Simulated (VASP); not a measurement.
Here is a VASP 6.6.1 calculation.

INCAR

```
SYSTEM = CoO
  ALGO = Normal
  EDIFF = 1E-6
  ENCUT = 520
  GGA = PS
  ISIF = 2
  ISMEAR = -1
  ISPIN = 2
  LASPH = .TRUE.
  LCHARG = .FALSE.
  LMAXMIX = 4
  LORBIT = 11
  LREAL = .FALSE.
  LWAVE = .FALSE.
  MAGMOM = 2 0
  NBANDS = 18
  NELM = 150
  PREC = Accurate
  SIGMA = 0.05
```

The input KPOINTS:

```
k-points
0
G
  11 11 11
  0 0 0
```

The input POSCAR:

```
CoO
1.0
    1.4851228673      0.8574360872      2.4069508786
   -1.4851228673      0.8574360872      2.4069508786
    0.0000000000     -1.7148721745      2.4069508786
Co O
1 1
Direct
    0.0000000000      0.0000000000      0.0000000000
    0.5000000000      0.5000000000      0.5000000000
```

Potentials or basis: VASP PAW PBE potentials, release 64 (Co, O).

Run with:

```console
$ cat potpaw_PBE.64/Co/POTCAR potpaw_PBE.64/O/POTCAR > POTCAR
$ mpirun -np 1 vasp_std > vasp.out
```

(1) Predict the pressure.

(2) Predict the net moment.

(3) Predict the site moments.

## Answers

(1) -3.3 GPa.

(2) 2.81 μB per cell.

(3) Co +2.47; O +0.29 μB.

Caveat: the cell stands under tension; the PAW data sets were made with another functional, which shifts forces and pressure a little; a cell with one magnetic atom can't hold antiferromagnetic order, which such compounds often take.
